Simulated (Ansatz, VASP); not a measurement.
# InSb in VASP and in Ansatz

```
CELL_PARAMETERS angstrom
0.00000 3.17298 3.17298
3.17298 0.00000 3.17298
3.17298 3.17298 0.00000
ATOMIC_POSITIONS crystal
In 0.00000 0.00000 0.00000
Sb 0.75000 0.75000 0.75000
```

Change from the starting cell: volume scaled by 0.94, crystal datasets.

Alike in both runs: task electric field gradients; functional LDA; k mesh 10 × 10 × 10; occupations fermi-dirac, width 0.03 eV; no spin polarisation.

```csv
,VASP,Ansatz
version,VASP 6.6.1,Ansatz 0.2.0
potentials or method,"VASP PAW LDA potentials, release 64 (In_d, Sb), cutoff 520 eV","all-electron PAW with datasets made for the crystal, scalar-relativistic"
```

Ansatz gave:

* pressure (GPa): 2.6

Problem. Which values does VASP return?

Solution. Pressure (GPa): 2.7.

LDA's correlation is that of Perdew and Zunger in VASP and of Perdew and Wang (1992) in Ansatz. Ansatz ran all-electron here, and VASP with PAW potentials.

Neither program's run includes spin-orbit coupling.
